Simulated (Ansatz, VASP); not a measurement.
# Two plane-wave programs on Os

```xyz
2
Lattice="2.7544 0.0000 0.0000 -1.3772 2.3854 0.0000 0.0000 0.0000 4.3492" Properties=species:S:1:pos:R:3 pbc="T T T"
Os    0.0000    1.5903    1.0873
Os    1.3772    0.7951    3.2619
```

Alike in both runs: functional PBE; k mesh 18 × 18 × 10; occupations fermi-dirac, width 0.15 eV; no spin polarisation.

Ansatz relaxed the structure, and its values are those at the end. VASP's run is a single point on that final structure, the one shown.

```csv
,VASP,Ansatz
version,VASP 6.6.1,Ansatz 0.2.0
potentials or method,"VASP PAW PBE potentials, release 64 (Os), cutoff 600 eV","scalar-relativistic, plane waves, PAW"
valence electrons in the cell,16,32
```

```tsv
	VASP	Ansatz	Ansatz less VASP
gap on the k mesh at the Fermi level (eV)	none	none	-
pressure (GPa)	0.0	0.0	-0.04
```

A gap of «none» marks a metal or a gap that the smearing closes. With one functional, cell and mesh, what is left measures potentials, basis and numerics. VASP's potentials hold 16 valence electrons a cell and Ansatz's 32, so a difference there can come from the potentials and not from the codes.

Neither program's run includes spin-orbit coupling.
